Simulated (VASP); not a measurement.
# AlAs (F-43m) in VASP: single point with PBE

Aim: the single point of AlAs with PBE.

Everything below comes from runs of VASP 6.6.1. Logs are shortened: lines on timing, memory, paths and dates and some standing lists are left out, and cuts for length are marked.

### 1 The cell of the first run

Symmetry: F-43m, No. 216, cubic system. Conventional cell: a = 5.728 Å, b = 5.728 Å, c = 5.728 Å, α = 90.00°, β = 90.00°, γ = 90.00°. Al (site symmetry -43m) has 4 As at 2.48 Å within 3.3 Å. As (site symmetry -43m) has 4 Al at 2.48 Å within 3.3 Å.

### 2 Single point, PBE, non-collinear spin, zero start, spin-orbit coupling

Contents of INCAR:

```
SYSTEM = AlAs
PREC = Accurate
ENCUT = 500
EDIFF = 1E-6
ISMEAR = 0
SIGMA = 0.02
LREAL = .FALSE.
LASPH = .TRUE.
NELM = 200
ALGO = Normal
ISIF = 2
LWAVE = .FALSE.
LCHARG = .FALSE.
LNONCOLLINEAR = .TRUE.
MAGMOM = 0 0 0 0 0 0
LORBIT = 11
LSORBIT = .TRUE.
GGA_COMPAT = .FALSE.
LORBMOM = .TRUE.
GGA = PE
NBANDS = 20
```

Contents of KPOINTS:

```
regular mesh
0
G
  8 8 8
  0 0 0
```

Contents of POSCAR:

```
AlAs
1.0
    0.0000000000      2.8638066096      2.8638066096
    2.8638066096      0.0000000000      2.8638066096
    2.8638066096      2.8638066096      0.0000000000
Al As
1 1
Direct
    0.0000000000      0.0000000000      0.0000000000
    0.2500000000      0.2500000000      0.2500000000
```

Potentials or basis: VASP PAW PBE potentials, release 64 (Al, As).

Started as:

```sh
$ cat potpaw_PBE.64/Al/POTCAR potpaw_PBE.64/As/POTCAR > POTCAR
$ mpirun -np 1 vasp_ncl > vasp.out
```

OUTCAR:

```text
SYSTEM = AlAs
   PREC = Accurate
   ENCUT = 500
   EDIFF = 1E-6
   ISMEAR = 0
   LREAL = .FALSE.
   LASPH = .TRUE.
   NELM = 200
   ISIF = 2
   LNONCOLLINEAR = .TRUE.
   LORBIT = 11
   LSORBIT = .TRUE.
   GGA = PE

 ion  position               nearest neighbor table
   1  0.000  0.000  0.000-   2 2.48   2 2.48   2 2.48   2 2.48
   2  0.250  0.250  0.250-   1 2.48   1 2.48   1 2.48   1 2.48

  LATTYP: Found a face centered cubic cell.
 ALAT       =     5.7276132192

  Lattice vectors:

 A1 = (   0.0000000000,   2.8638066096,   2.8638066096)
 A2 = (   2.8638066096,   0.0000000000,   2.8638066096)
 A3 = (   2.8638066096,   2.8638066096,   0.0000000000)

Analysis of symmetry for initial positions (statically):
=====================================================================
 Subroutine PRICEL returns:
 Original cell was already a primitive cell.

 Routine SETGRP: Setting up the symmetry group for a
 face centered cubic supercell.

 Subroutine GETGRP returns: Found 24 space group operations
 (whereof 24 operations were pure point group operations)
 out of a pool of 48 trial point group operations.

The static configuration has the point symmetry T_d .

Analysis of symmetry for dynamics (positions and initial velocities):
=====================================================================
 Subroutine PRICEL returns:
 Original cell was already a primitive cell.

 Routine SETGRP: Setting up the symmetry group for a
 face centered cubic supercell.

 Subroutine GETGRP returns: Found 24 space group operations
 (whereof 24 operations were pure point group operations)
 out of a pool of 48 trial point group operations.

The dynamic configuration has the point symmetry T_d .

Analysis of structural, dynamic, and magnetic symmetry:
=====================================================================
 Subroutine PRICEL returns:
 Original cell was already a primitive cell.

 Routine SETGRP: Setting up the symmetry group for a
 face centered cubic supercell.

 Subroutine GETGRP returns: Found 24 space group operations
 (whereof 24 operations were pure point group operations)
 out of a pool of 48 trial point group operations.

The overall configuration has the point symmetry T_d .

 Subroutine INISYM returns: Found 24 space group operations
 (whereof 24 operations are pure point group operations),
 and found     1 'primitive' translations

----------------------------------------------------------------------------------------

                                     Primitive cell

  volume of cell :      46.9744

  direct lattice vectors                    reciprocal lattice vectors
     0.000000000  2.863806610  2.863806610    -0.174592795  0.174592795  0.174592795
     2.863806610  0.000000000  2.863806610     0.174592795 -0.174592795  0.174592795
     2.863806610  2.863806610  0.000000000     0.174592795  0.174592795 -0.174592795

  length of vectors
     4.050034147  4.050034147  4.050034147     0.302403591  0.302403591  0.302403591

  position of ions in fractional coordinates (direct lattice)
     0.000000000  0.000000000  0.000000000
     0.250000000  0.250000000  0.250000000

  ion indices of the primitive-cell ions
   primitive index   ion index
                 1           1
                 2           2

----------------------------------------------------------------------------------------

 KPOINTS: regular mesh

Automatic generation of k-mesh.
 Grid dimensions read from file:
 generate k-points for:    8    8    8

 Generating k-lattice:

  Cartesian coordinates                     Fractional coordinates (reciprocal lattice)
    -0.021824099  0.021824099  0.021824099     0.125000000  0.000000000  0.000000000
     0.021824099 -0.021824099  0.021824099     0.000000000  0.125000000  0.000000000
     0.021824099  0.021824099 -0.021824099     0.000000000  0.000000000  0.125000000

  Length of vectors
     0.037800449  0.037800449  0.037800449

  Shift w.r.t. Gamma in fractional coordinates (k-lattice)
     0.000000000  0.000000000  0.000000000

 Subroutine IBZKPT returns following result:
 ===========================================

 Found     43 irreducible k-points:

 Following reciprocal coordinates:
            Coordinates               Weight
  0.000000  0.000000  0.000000      1.000000
  0.125000  0.000000  0.000000      4.000000
 -0.125000  0.000000  0.000000      4.000000
  0.250000  0.000000  0.000000      4.000000
 -0.250000  0.000000  0.000000      4.000000
  0.375000  0.000000  0.000000      4.000000
[... 43 lines left out ...]
   ISIF   =      2    stress and relaxation
   ISYM   =      2    0-nonsym 1-usesym 2-fastsym
   POTIM  = 0.5000    time-step for ionic-motion
   TEBEG  =    0.0;   TEEND  =   0.0 temperature during run
   PSTRESS=    0.0 pullay stress
   NELECT =       8.0000    total number of electrons
   NUPDOWN=      -1.0000    fix difference up-down
   EMIN   =  10.00;   EMAX   =-10.00  energy-range for DOS
   EFERMI =   0.00;   METHOD = LEGACY
   ISMEAR =     0;   SIGMA  =   0.02  broadening in eV -4-tet -1-fermi 0-gaus
   EFERMI_NEDOS =   21; number of points for ismear=-14 and -15
   IALGO  =     38    algorithm
   IMIX   =      4    mixing-type and parameters
     AMIX     =   0.40;   BMIX     =  1.00
     AMIX_MAG =   1.60;   BMIX_MAG =  1.00
  volume/ion in A,a.u.               =      23.49       158.50
  Fermi-wavevector in a.u.,A,eV,Ry     =   0.907440  1.714813 11.203676  0.823447
  Thomas-Fermi vector in A             =   2.031247
   LORBIT       =     11    0 simple, 1 ext, 2 COOP (PROOUT), +10 PAW based schemes
   GGA     = PE    functional components
   LHFCALC =     F    Hartree Fock is set to
   AEXX    =    0.0000 exact exchange contribution
   IVDW    =     0    specifies the selected vdW correction
   LEPSILON=     F    determine dielectric tensor
   LRPA    =     F    only Hartree local field effects (RPA)
 Gauss-broadening in eV      SIGMA  =   0.02
  energy-cutoff  :      500.00
  volume of cell :       46.97
 maximum number of plane-waves:      2486
 NGX is ok and might be reduce to    30
   NGX = 15   NGY = 15   NGZ = 15

 number of electron       7.9999999 magnetization      -0.0000000     -0.0000000     -0.0000000

 number of electron       7.9999999 magnetization       0.0000000      0.0000000      0.0000000

 number of electron       7.9999999 magnetization      -0.0000000      0.0000000     -0.0000000

 number of electron       7.9999999 magnetization       0.0000000     -0.0000000      0.0000000

 Free energy of the ion-electron system (eV)
  ---------------------------------------------------
  ext. energy  EPLUGINS =         0.00000000
  ---------------------------------------------------
  free energy    TOTEN  =        -9.39940425 eV

  energy without entropy =       -9.39940425  energy(sigma->0) =       -9.39940425

 E-fermi :   3.7730     XC(G=0):  -8.9053

 val. band max:        3.6901003237   @ k =   0.0000   0.0000   0.0000
 cond. band min:       5.0888718855   @ k =   0.5000   0.5000   0.0000
 fundamental gap:      1.3987715618
 Fermi energy:         3.7729984218

 k-point     1 :       0.0000    0.0000    0.0000
  band No.  band energies     occupation
      1      -8.0759      1.00000
      2      -8.0759      1.00000
      3       3.3997      1.00000
      4       3.3997      1.00000
      5       3.6901      1.00000
      6       3.6901      1.00000
[... 541 lines left out ...]
     19      14.8701      0.00000
     20      14.8756      0.00000

 [... further k-points ...]

------------------------ aborting loop because EDIFF is reached ----------------------------------------

  FORCE on cell =-STRESS in cart. coord.  units (eV):
  Direction    XX          YY          ZZ          XY          YZ          ZX
  --------------------------------------------------------------------------------------
  -------------------------------------------------------------------------------------
  Total        0.0605349      0.0605349      0.0605349      0.0000000      0.0000000     -0.0000000
  in kB        2.0646932      2.0646932      2.0646932      0.0000000      0.0000000     -0.0000000
  external PRESSURE =       2.0646932 kB  Pullay stress =       0.0000000 kB

 VOLUME and BASIS-vectors are now :
 -----------------------------------------------------------------------------
  energy-cutoff  :      500.00
  volume of cell :       46.97
      direct lattice vectors                 reciprocal lattice vectors
     0.000000000  2.863806610  2.863806610    -0.174592795  0.174592795  0.174592795
     2.863806610  0.000000000  2.863806610     0.174592795 -0.174592795  0.174592795
     2.863806610  2.863806610  0.000000000     0.174592795  0.174592795 -0.174592795

 POSITION                                       TOTAL-FORCE (eV/Angst)
 -----------------------------------------------------------------------------------
      0.00000      0.00000      0.00000        -0.000000     -0.000000     -0.000000
      1.43190      1.43190      1.43190         0.000000      0.000000      0.000000
 -----------------------------------------------------------------------------------
    total drift:                                0.000000      0.000000      0.000000

  FREE ENERGIE OF THE ION-ELECTRON SYSTEM (eV)
  ---------------------------------------------------
  free  energy   TOTEN  =        -9.3994042466 eV

  energy  without entropy=       -9.3994042466  energy(sigma->0) =       -9.39940425

 orbital moment (x)

 # of ion     p       d       tot
 ----------------------------------------
  1        -0.000   0.000  -0.000
  2        -0.000  -0.000  -0.000
 ----------------------------------------
           -0.000  -0.000  -0.000

 orbital moment (y)

 # of ion     p       d       tot
 ----------------------------------------
  1         0.000   0.000   0.000
  2        -0.000   0.000  -0.000
 ----------------------------------------
           -0.000   0.000  -0.000

 orbital moment (z)

 # of ion     p       d       tot
 ----------------------------------------
  1        -0.000   0.000  -0.000
  2         0.000   0.000   0.000
 ----------------------------------------
            0.000   0.000   0.000

 Spin-Orbit-Coupling matrix elements

 Ion:    1  E_soc:     -0.0001849
 l=   1
     0.0000000    -0.0000308    -0.0000308
    -0.0000308     0.0000000    -0.0000308
    -0.0000308    -0.0000308     0.0000000
 l=   2
     0.0000000     0.0000000     0.0000000     0.0000000     0.0000000
     0.0000000     0.0000000     0.0000000     0.0000000     0.0000000
     0.0000000     0.0000000     0.0000000     0.0000000     0.0000000
     0.0000000     0.0000000     0.0000000     0.0000000     0.0000000
     0.0000000     0.0000000     0.0000000     0.0000000     0.0000000
 l=   3
     0.0000000     0.0000000     0.0000000     0.0000000     0.0000000     0.0000000     0.0000000
     0.0000000     0.0000000     0.0000000     0.0000000     0.0000000     0.0000000     0.0000000
     0.0000000     0.0000000     0.0000000     0.0000000     0.0000000     0.0000000     0.0000000
     0.0000000     0.0000000     0.0000000     0.0000000     0.0000000     0.0000000     0.0000000
     0.0000000     0.0000000     0.0000000     0.0000000     0.0000000     0.0000000     0.0000000
     0.0000000     0.0000000     0.0000000     0.0000000     0.0000000     0.0000000     0.0000000
     0.0000000     0.0000000     0.0000000     0.0000000     0.0000000     0.0000000     0.0000000

 Ion:    2  E_soc:     -0.0228238
 l=   1
     0.0000000    -0.0037959    -0.0037959
    -0.0037959     0.0000000    -0.0037959
    -0.0037959    -0.0037959     0.0000000
 l=   2
     0.0000000    -0.0000040     0.0000000    -0.0000040    -0.0000041
    -0.0000040     0.0000000    -0.0000030    -0.0000040    -0.0000010
     0.0000000    -0.0000030     0.0000000    -0.0000030     0.0000000
    -0.0000040    -0.0000040    -0.0000030     0.0000000    -0.0000010
    -0.0000041    -0.0000010     0.0000000    -0.0000010     0.0000000
 l=   3
     0.0000000     0.0000000     0.0000000     0.0000000     0.0000000     0.0000000     0.0000000
     0.0000000     0.0000000     0.0000000     0.0000000     0.0000000     0.0000000     0.0000000
     0.0000000     0.0000000     0.0000000     0.0000000     0.0000000     0.0000000     0.0000000
     0.0000000     0.0000000     0.0000000     0.0000000     0.0000000     0.0000000     0.0000000
     0.0000000     0.0000000     0.0000000     0.0000000     0.0000000     0.0000000     0.0000000
     0.0000000     0.0000000     0.0000000     0.0000000     0.0000000     0.0000000     0.0000000
     0.0000000     0.0000000     0.0000000     0.0000000     0.0000000     0.0000000     0.0000000

 total charge

# of ion       s       p       d       tot
------------------------------------------
    1        0.404   0.356   0.000   0.760
    2        1.194   1.659   0.023   2.876
--------------------------------------------------
tot          1.598   2.015   0.023   3.636

 magnetization (x)

# of ion       s       p       d       tot
------------------------------------------
    1       -0.000   0.000   0.000   0.000
    2       -0.000   0.000  -0.000  -0.000
--------------------------------------------------
tot         -0.000   0.000  -0.000   0.000

 magnetization (y)

# of ion       s       p       d       tot
------------------------------------------
    1        0.000  -0.000   0.000  -0.000
    2       -0.000   0.000   0.000   0.000
--------------------------------------------------
tot         -0.000  -0.000   0.000  -0.000

 magnetization (z)

# of ion       s       p       d       tot
------------------------------------------
    1       -0.000   0.000   0.000  -0.000
    2        0.000  -0.000   0.000  -0.000
--------------------------------------------------
tot         -0.000   0.000   0.000  -0.000
```

Wall time 1.8 min (1 thread of Intel Xeon Platinum 8259CL at 2.50GHz (Skylake/Cascade Lake), shared host); peak memory 0.3 GiB.

What came out:

| Property | Result |
| --- | --- |
| Free energy | -9.3994 eV |
| Pressure | 0.2 GPa |
| Net moment | 0.00 μB per cell |
| Valence electrons inside the program's atomic spheres | Al 0.76; As 2.88 |

Moments on the atoms (μB; x, y, z):
```
Al  0.00 0.00 0.00
As  0.00 0.00 0.00
```
